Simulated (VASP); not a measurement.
# PbS (P1) in VASP: single point with PBE

Aim: the single point of PbS with PBE.

Program: VASP 6.6.1. These are calculated values, not measurements. Logs are shortened: lines on timing, memory, paths and dates and some standing lists are left out, and cuts for length are marked.

## Step 1: The cell of the first run

The typed cell holds 4 atoms: a = 4.250 Å, b = 4.250 Å, c = 7.415 Å, α = 73.26°, β = 73.25°, γ = 59.97°.

## Step 2: Single point, PBE

File INCAR:

```
ALGO = Normal
EDIFF = 1E-7
ENCUT = 520
GGA = PE
ISIF = 2
ISMEAR = 0
LASPH = True
LCHARG = False
LREAL = False
LWAVE = False
NBANDS = 28
NELM = 100
PREC = Accurate
SIGMA = 0.1
```

File KPOINTS:

```
k-points
0
Gamma
  4 4 4
```

File POSCAR:

```
PbS
1.0
    0.0035681029     -4.2500238573      0.0010582137
    2.1268535740     -2.1259866692     -3.0029201094
    6.4211294491     -2.1310957514      3.0335835579
Pb S
2 2
Direct
    0.1212761046      0.6210204927      0.1394034811
    0.6211170170      0.1209714491      0.6393965761
    0.3788219486      0.8790496012      0.3606144746
    0.8787849299      0.3789584571      0.8605854681
```

Potentials or basis: VASP PAW PBE potentials, release 64 (Pb_d, S).

The run is started by

```sh
> cat potpaw_PBE.64/Pb_d/POTCAR potpaw_PBE.64/S/POTCAR > POTCAR
> mpirun -np 1 vasp_std > vasp.out
```

OUTCAR:

```text
EDIFF = 1E-7
   ENCUT = 520
   GGA = PE
   ISIF = 2
   ISMEAR = 0
   LASPH = True
   LREAL = False
   NELM = 100
   PREC = Accurate

 ion  position               nearest neighbor table
   1  0.121  0.621  0.139-   3 2.89   3 2.90   3 2.90   4 3.13   4 3.13   4 3.15
   2  0.621  0.121  0.639-   4 2.89   4 2.90   4 2.90   3 3.13   3 3.13   3 3.15
   3  0.379  0.879  0.361-   1 2.89   1 2.90   1 2.90   2 3.13   2 3.13   2 3.15
   4  0.879  0.379  0.861-   2 2.89   2 2.90   2 2.90   1 3.13   1 3.13   1 3.15

  Warning from LATTYP: Got some problem with cell dimensions!
  Tried to take original basis but could not verify dimensions!
  LATTYP: Found a triclinic cell.
 ALAT       =     4.2500254868
 B/A-ratio  =     0.9994751432
 C/A-ratio  =     1.7445823978
 COS(alpha) =     0.0001732004
 COS(beta)  =     0.2882507857
 COS(gamma) =     0.4997891416

  Lattice vectors:

 A1 = (  -0.0035681029,   4.2500238573,  -0.0010582137)
 A2 = (   2.1232854711,   2.1240371881,  -3.0039783231)
 A3 = (  -6.4211294491,   2.1310957514,  -3.0335835579)

Analysis of symmetry for initial positions (statically):
=====================================================================
 Subroutine PRICEL returns:
 Original cell was already a primitive cell.

 Routine SETGRP: Setting up the symmetry group for a
 triclinic supercell.

 Subroutine GETGRP returns: Found  1 space group operations
 (whereof  1 operations were pure point group operations)
 out of a pool of  2 trial point group operations.

The static configuration has the point symmetry C_1 .

Analysis of symmetry for dynamics (positions and initial velocities):
=====================================================================
 Subroutine PRICEL returns:
 Original cell was already a primitive cell.

 Routine SETGRP: Setting up the symmetry group for a
 triclinic supercell.

 Subroutine GETGRP returns: Found  1 space group operations
 (whereof  1 operations were pure point group operations)
 out of a pool of  2 trial point group operations.

The dynamic configuration has the point symmetry C_1 .

 Subroutine INISYM returns: Found  1 space group operations
 (whereof  1 operations are pure point group operations),
 and found     1 'primitive' translations
[... 87 lines left out ...]
   NGX,Y,Z   is equivalent  to a cutoff of  12.52, 12.52, 12.56 a.u.
   NGXF,Y,Z  is equivalent  to a cutoff of  25.03, 25.04, 25.11 a.u.
 SYSTEM =  unknown system
   PREC   = accura    normal or accurate (medium, high low for compatibility)
   ISTART =      0    job   : 0-new  1-cont  2-samecut
   ICHARG =      2    charge: 1-file 2-atom 10-const
   ISPIN  =      1    spin polarized calculation?
   LNONCOLLINEAR =      F non collinear calculations
   LSORBIT =      F    spin-orbit coupling
   LASPH  =      T    aspherical Exc in radial PAW
   ENCUT  =  520.0 eV  38.22 Ry    6.18 a.u.   7.90  7.90 13.79*2*pi/ulx,y,z
   NELM   =    100;   NELMIN=  2; NELMDL= -5     # of ELM steps
   EDIFF  = 0.1E-06   stopping-criterion for ELM
   LREAL  =      F    real-space projection
   EDIFFG = 0.1E-05   stopping-criterion for IOM
   NSW    =      0    number of steps for IOM
   IBRION =     -1    ionic relax: 0-MD 1-quasi-New 2-CG
   NFREE  =      0    steps in history (QN), initial steepest desc. (CG)
   ISIF   =      2    stress and relaxation
   ISYM   =      2    0-nonsym 1-usesym 2-fastsym
   POTIM  = 0.5000    time-step for ionic-motion
   TEBEG  =    0.0;   TEEND  =   0.0 temperature during run
   PSTRESS=    0.0 pullay stress
   NELECT =      40.0000    total number of electrons
   NUPDOWN=      -1.0000    fix difference up-down
   EMIN   =  10.00;   EMAX   =-10.00  energy-range for DOS
   EFERMI =   0.00;   METHOD = LEGACY
   ISMEAR =     0;   SIGMA  =   0.10  broadening in eV -4-tet -1-fermi 0-gaus
   EFERMI_NEDOS =   21; number of points for ismear=-14 and -15
   IALGO  =     38    algorithm
   IMIX   =      4    mixing-type and parameters
     AMIX     =   0.40;   BMIX     =  1.00
     AMIX_MAG =   1.60;   BMIX_MAG =  1.00
  volume/ion in A,a.u.               =      27.33       184.46
  Fermi-wavevector in a.u.,A,eV,Ry     =   1.170871  2.212626 18.652764  1.370940
  Thomas-Fermi vector in A             =   2.307323
   LORBIT       =      0    0 simple, 1 ext, 2 COOP (PROOUT), +10 PAW based schemes
   GGA     = PE    functional components
   LHFCALC =     F    Hartree Fock is set to
   AEXX    =    0.0000 exact exchange contribution
   IVDW    =     0    specifies the selected vdW correction
   LEPSILON=     F    determine dielectric tensor
   LRPA    =     F    only Hartree local field effects (RPA)
 non-spin polarized calculation
 Gauss-broadening in eV      SIGMA  =   0.10
  energy-cutoff  :      520.00
  volume of cell :      109.33
 maximum number of plane-waves:      2956
   NGX = 15   NGY = 15   NGZ = 27

 number of electron      39.9999997 magnetization

 Free energy of the ion-electron system (eV)
  ---------------------------------------------------
  ext. energy  EPLUGINS =         0.00000000
  ---------------------------------------------------
  free energy    TOTEN  =       -17.54740120 eV

  energy without entropy =      -17.54740108  energy(sigma->0) =      -17.54740114

 E-fermi :   5.4488     XC(G=0):  -9.4580

 val. band max:        5.1309387691   @ k =   0.5000   0.5000  -0.0000
 cond. band min:       5.7668831093   @ k =   0.5000   0.5000  -0.0000
 fundamental gap:      0.6359443402
 Fermi energy:         5.4488189321

 k-point     1 :       0.0000    0.0000    0.0000
  band No.  band energies     occupation
      1     -11.5245      2.00000
      2     -11.5241      2.00000
      3     -11.5107      2.00000
      4     -11.5091      2.00000
      5     -11.5091      2.00000
      6     -11.5079      2.00000
[... 733 lines left out ...]
     27      12.2127      0.00000
     28      12.2749      0.00000

 [... further k-points ...]
[... 5 lines left out ...]
  --------------------------------------------------------------------------------------
  -------------------------------------------------------------------------------------
  Total       -0.0110229     -0.0399575     -0.0145145      0.0116756     -0.0016131      0.0166027
  in kB       -0.1615279     -0.5855338     -0.2126941      0.1710931     -0.0236381      0.2432948
  external PRESSURE =      -0.3199186 kB  Pullay stress =       0.0000000 kB

 VOLUME and BASIS-vectors are now :
 -----------------------------------------------------------------------------
  energy-cutoff  :      520.00
  volume of cell :      109.33
      direct lattice vectors                 reciprocal lattice vectors
     0.003568103 -4.250023857  0.001058214    -0.117518932 -0.235370693  0.083401951
     2.126853574 -2.125986669 -3.002920109     0.117900137  0.000036852 -0.249531121
     6.421129449 -2.131095751  3.033583558     0.116749397  0.000118585  0.082605182

 POSITION                                       TOTAL-FORCE (eV/Angst)
 -----------------------------------------------------------------------------------
      2.21638     -2.13279     -1.44185        -0.016507      0.002687     -0.010452
      4.36515     -4.25956      1.57705        -0.016526      0.001627     -0.010348
      4.18651     -4.24735     -1.54536         0.015708     -0.001846      0.010579
      6.33506     -6.37451      1.47361         0.017325     -0.002467      0.010222
 -----------------------------------------------------------------------------------
    total drift:                               -0.000024     -0.000258     -0.000183

  FREE ENERGIE OF THE ION-ELECTRON SYSTEM (eV)
  ---------------------------------------------------
  free  energy   TOTEN  =       -17.5474011964 eV

  energy  without entropy=      -17.5474010814  energy(sigma->0) =      -17.54740114
```

stdout:

```text
POSCAR found type information on POSCAR PbS
 POSCAR found :  2 types and       4 ions
 scaLAPACK will be used
 LDA part: xc-table for (Slater+PW92), standard interpolation
 POSCAR, INCAR and KPOINTS ok, starting setup
 FFT: planning ... GRIDC
 FFT: planning ... GRID_SOFT
 FFT: planning ... GRID
 WAVECAR not read
 entering main loop
```

Wall time 70 s (1 thread of AMD EPYC 9R45 (Zen 5), shared host); peak memory 0.24 GiB.

What came out:

- Free energy: -17.5474 eV
- Pressure: 0.0 GPa
- Largest force: 0.020 eV/Å
- Band gap on the k mesh: 0.64 eV

Forces on the atoms (eV/Å):
```
Pb  -0.017  0.003 -0.010
Pb  -0.017  0.002 -0.010
S    0.016 -0.002  0.011
S    0.017 -0.002  0.010
```

Caveat: the k points lie up to 0.43 Å⁻¹ apart; spin-orbit coupling is left out, which moves the levels of the heavy elements. A k mesh can miss the band edges.
